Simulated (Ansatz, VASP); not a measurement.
**CdO in VASP and in Ansatz**

```
Cd O
1.0
     0.00000    2.35300    2.35300
     2.35300    0.00000    2.35300
     2.35300    2.35300    0.00000
Cd O
1 1
Direct
  0.00000 0.00000 0.00000
  0.50000 0.50000 0.50000
```

Alike in both runs: task single point; functional r2SCAN; k mesh 6 × 6 × 6; occupations methfessel-paxton of order 1, width 0.5 eV; no spin polarisation.

|  | VASP | Ansatz |
| --- | --- | --- |
| version | VASP 6.6.1 | Ansatz 0.2.0 |
| potentials or method | VASP PAW PBE potentials, release 64 (Cd, O) | plane waves |
| plane-wave cutoff (eV) | 660 | 500 |
| valence electrons in the cell | 18 | 26 |

VASP gave:

* pressure (GPa): 1.5

Task: Estimate Ansatz's values.

Result: Pressure (GPa): 0.0.

VASP's potentials were made for PBE, not for r2SCAN. VASP's potentials hold 18 valence electrons a cell and Ansatz's 26, so a difference there can come from the potentials and not from the codes.

The k mesh is coarse, so the values compare programs but aren't converged.
